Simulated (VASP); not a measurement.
Wanted: the native input for a VASP 6.6.1 run.

* Task: single point
* Functional: r2SCAN
* Potentials or basis: VASP PAW PBE potentials, release 64 (Na_pv, Ca_sv, F)
* Cutoff: 520 eV
* k mesh: 6 × 6 × 6
* Occupations: gaussian, width 0.01 eV
* Spin: no spin polarisation
* Dipole correction: no
* Further INCAR settings: ALGO = Normal; EDIFF = 1e-07; NBANDS = 27

Crystal: NaCaF3.

```xyz
5
Lattice="4.4665 0.0000 0.0000 0.0000 4.4665 0.0000 0.0000 0.0000 4.4665" Properties=species:S:1:pos:R:3 pbc="T T T"
Na    0.0000    0.0000    0.0000
Ca    2.2332    2.2332    2.2332
F     2.2332    2.2332    0.0000
F     2.2332    0.0000    2.2332
F     0.0000    2.2332    2.2332
```

This cell differs from its parent crystal: volume changed by +6%.

The input as run:

POSCAR

```
NaCaF3
1.0
    4.4664803566      0.0000000000      0.0000000000
    0.0000000000      4.4664803566      0.0000000000
    0.0000000000      0.0000000000      4.4664803566
Na Ca F
1 1 3
Direct
    0.0000000000      0.0000000000      0.0000000000
    0.5000000000      0.5000000000      0.5000000000
    0.5000000000      0.5000000000      0.0000000000
    0.5000000000      0.0000000000      0.5000000000
    0.0000000000      0.5000000000      0.5000000000
```

INCAR.step1

```
SYSTEM = NaCaF3
PREC = Accurate
ENCUT = 520
ISMEAR = 0
SIGMA = 0.01
LREAL = .False.
LASPH = .True.
NELM = 80
NBANDS = 27
GGA = PE
ALGO = Normal
EDIFF = 1E-4
LWAVE = .True.
LCHARG = .False.
```

INCAR.step2

```
SYSTEM = NaCaF3
PREC = Accurate
ENCUT = 520
EDIFF = 1E-7
ISMEAR = 0
SIGMA = 0.01
LREAL = .False.
LASPH = .True.
NELM = 80
ALGO = Normal
ISIF = 2
LWAVE = .False.
LCHARG = .True.
METAGGA = R2SCAN
LMIXTAU = .True.
LELF = .True.
LVHAR = .True.
NBANDS = 27
ISTART = 1
```

KPOINTS

```
Automatic mesh
0
Gamma
  6 6 6
  0 0 0
```

Potentials or basis: VASP PAW PBE potentials, release 64 (Na_pv, Ca_sv, F).

Command:

```sh
$ cat potpaw_PBE.64/Na_pv/POTCAR potpaw_PBE.64/Ca_sv/POTCAR potpaw_PBE.64/F/POTCAR > POTCAR
$ cp INCAR.step1 INCAR
$ mpirun -np 1 vasp_std > vasp.out
$ cp INCAR.step2 INCAR
$ mpirun -np 1 vasp_std > vasp.out
```

Results of the run:

```
Pressure               : -2.5 GPa
Band gap on the k mesh : 5.76 eV, indirect (least direct gap 5.93 eV)
```

Caveat: the PAW data sets were made with another functional, which shifts forces and pressure a little.

It took 70 s on 1 thread of Intel(R) Xeon(R) 6975P-C (Granite Rapids), on a shared host, peak memory 0.23 GiB.
